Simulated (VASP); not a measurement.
Input of a VASP 6.6.1 run:

The input INCAR:

```
SYSTEM = CoO
PREC     = Accurate       ! precision mode
ENCUT    = 700            ! plane-wave cutoff, eV
EDIFF    = 1E-6           ! SCF threshold, eV
ISMEAR   = -1             ! smearing method
SIGMA    = 0.05           ! smearing width, eV
LREAL    = .False.        ! projectors in reciprocal space
LASPH    = .True.         ! aspherical terms in the spheres
NELM     = 200            ! most SCF steps
ALGO     = Normal         ! electronic algorithm
ISIF     = 2              ! what is computed and relaxed
LWAVE    = .False.        ! write WAVECAR
LCHARG   = .False.        ! write CHGCAR
ISPIN    = 2              ! spin polarisation
MAGMOM   = 3.5 0          ! initial moments
LORBIT   = 11             ! projections on sites
LMAXMIX  = 4              ! l up to which the mixer works
GGA      = PS             ! functional
NBANDS   = 22             ! bands
GGA_COMPAT= .False.
```

KPOINTS

```
regular mesh
0
Gamma
  11 11 11
  0 0 0
```

POSCAR

```
CoO
1.0
    0.0000000000      2.1315000000      2.1315000000
    2.1315000000      0.0000000000      2.1315000000
    2.1315000000      2.1315000000      0.0000000000
Co O
1 1
Direct
    0.0000000000      0.0000000000      0.0000000000
    0.5000000000      0.5000000000      0.5000000000
```

Potentials or basis: VASP PAW PBE potentials, release 64 (Co_sv, O).

Command:

```bash
$ cat potpaw_PBE.64/Co_sv/POTCAR potpaw_PBE.64/O/POTCAR > POTCAR
$ mpirun -np 1 vasp_std > vasp.out
```

Question: Estimate the net moment.

Answer: 2.95 μB per cell.

Question: What does it give for the site moments?

Answer: Co +2.53; O +0.32 μB.

Question: What does it give for the pressure?

Answer: -11.8 GPa.

Caveat: the cell stands under tension; the PAW data sets were made with another functional, which shifts forces and pressure a little; a cell with one magnetic atom can't hold antiferromagnetic order, which such compounds often take.
